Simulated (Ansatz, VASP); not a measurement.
**One calculation of Au, two programs**

```
Au
1.0
     0.00000    2.05558    2.17831
     2.05558    0.00000    2.17831
     2.05558    2.05558    0.00000
Au
1
Direct
  0.00000 0.00000 0.00000
```

Alike in both runs: task single point; functional PBEsol; k mesh 16 × 16 × 16; occupations gaussian, width 0.1 eV; no spin polarisation.

```csv
,VASP,Ansatz
version,VASP 6.6.1,Ansatz 0.2.0
potentials or method,"VASP PAW PBE potentials, release 64 (Au), cutoff 520 eV","scalar-relativistic, plane waves, PAW"
valence electrons in the cell,11,19
```

VASP gave:

```
gap on the k mesh at the Fermi level (eV)                     : none
pressure (GPa)                                                : -11.1
traceless stress, the component that is largest in VASP (GPa) : -0.79
```

Which values does Ansatz return?

gap on the k mesh at the Fermi level (eV): none; pressure (GPa): -10.9; traceless stress, the component that is largest in VASP (GPa): -0.77.

VASP's potentials were made for PBE, not for PBEsol. A gap of «none» marks a metal or a gap that the smearing closes. VASP's potentials hold 11 valence electrons a cell and Ansatz's 19, so a difference there can come from the potentials and not from the codes.

Spin-orbit coupling is off throughout.
